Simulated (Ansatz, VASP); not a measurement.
One calculation of Cu, two programs

Contents of INCAR:

```
SYSTEM = Cu
PREC = Accurate
ENCUT = 520
EDIFF = 1E-6
ISMEAR = -1
SIGMA = 0.03
LREAL = .False.
LASPH = .True.
NELM = 100
ALGO = Normal
ISIF = 2
LWAVE = .False.
LCHARG = .False.
GGA = PS
NBANDS = 12
```

File KPOINTS:

```
regular mesh
0
Gamma
  17 17 17
  0 0 0
```

POSCAR

```
Cu
1.0
    0.0000000000      1.8436500000      1.8075000000
    1.8436500000      0.0000000000      1.8075000000
    1.8436500000      1.8436500000      0.0000000000
Cu
1
Direct
    0.0000000000      0.0000000000      0.0000000000
```

Input for Ansatz:

```yaml
crystal:
  lattice:
    - [0.0, 1.84365, 1.8075]
    - [1.84365, 0.0, 1.8075]
    - [1.84365, 1.84365, 0.0]
  atoms:
    - { symbol: Cu, position: [0.0, 0.0, 0.0] }
kpoints:
  mp_grid: { grid: [17, 17, 17] }
  band_path:
    path:
      - [0.0, 0.0, 0.0]
      - [0.0, 0.5, 0.5]
      - [0.25, 0.75, 0.5]
      - [0.0, 0.5, 0.0]
      - [0.0, 0.0, 0.0]
      - [0.5, 0.5, 0.0]
      - [0.38005, 0.61995, 0.0]
      - [-0.38005, 0.38005, 0.0]
      - [0.0, 0.0, 0.0]
    npoints: 5
scf:
  occupations: { method: fermi_dirac, width: 0.03 }
hamiltonian:
  xc: pbesol
  pseudopotentials: { kind: all_electron, lapw: { basis_error: 0.00025 } }
output:
  forces: true
  stress: true
  eigenvalues: true
```

Change from the starting cell: equal xx and yy strain of +2 %.

Alike in both runs: task single point; functional PBEsol; k mesh 17 × 17 × 17; occupations fermi-dirac, width 0.03 eV; no spin polarisation.

|  | VASP | Ansatz |
| --- | --- | --- |
| version | VASP 6.6.1 | Ansatz 0.2.0 |
| potentials or method | VASP PAW PBE potentials, release 64 (Cu), cutoff 520 eV | all-electron LAPW, scalar-relativistic |

Ansatz gave:

| Property | Result |
| --- | --- |
| pressure (GPa) | -11.5 |
| traceless stress, the component that is largest in VASP (GPa) | 0.65 |

Problem. Estimate VASP's values.

Solution. Pressure (GPa): -10.8; traceless stress, the component that is largest in VASP (GPa): 0.61.

VASP's potentials were made for PBE, not for PBEsol. Ansatz ran all-electron here, and VASP with PAW potentials.
